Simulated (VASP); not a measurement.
Ir, 1 atom in the cell. Symmetry: Fm-3m, No. 225, cubic system. The conventional cell has a = 3.839 Å, b = 3.839 Å, c = 3.839 Å, α = 90.00°, β = 90.00°, γ = 90.00°. Within 3.6 Å of Ir (site symmetry m-3m) lie 12 Ir at 2.71 Å. 

- Program: VASP 6.6.1
- Task: single point
- Functional: LDA
- Potentials or basis: VASP PAW LDA potentials, release 64 (Ir)
- Cutoff: 500 eV
- k mesh: 8 × 8 × 8
- Occupations: gaussian, width 0.1 eV
- Spin: no spin polarisation
- Dipole correction: no
- Further INCAR settings: ALGO = Normal; EDIFF = 1e-06; NBANDS = 10

Potentials or basis: VASP PAW LDA potentials, release 64 (Ir).

Launch:

```console
$ cat potpaw_LDA.64/Ir/POTCAR > POTCAR
$ mpirun -np 1 vasp_std > vasp.out
```

Hardware: 1 thread of Intel Xeon 8259CL (shared host).

Estimate the wall time of this run.

It took 7.7 s on 1 thread of Intel Xeon 8259CL (shared host), peak memory 0.12 GiB. Counts: scf iterations 11, k points 29.
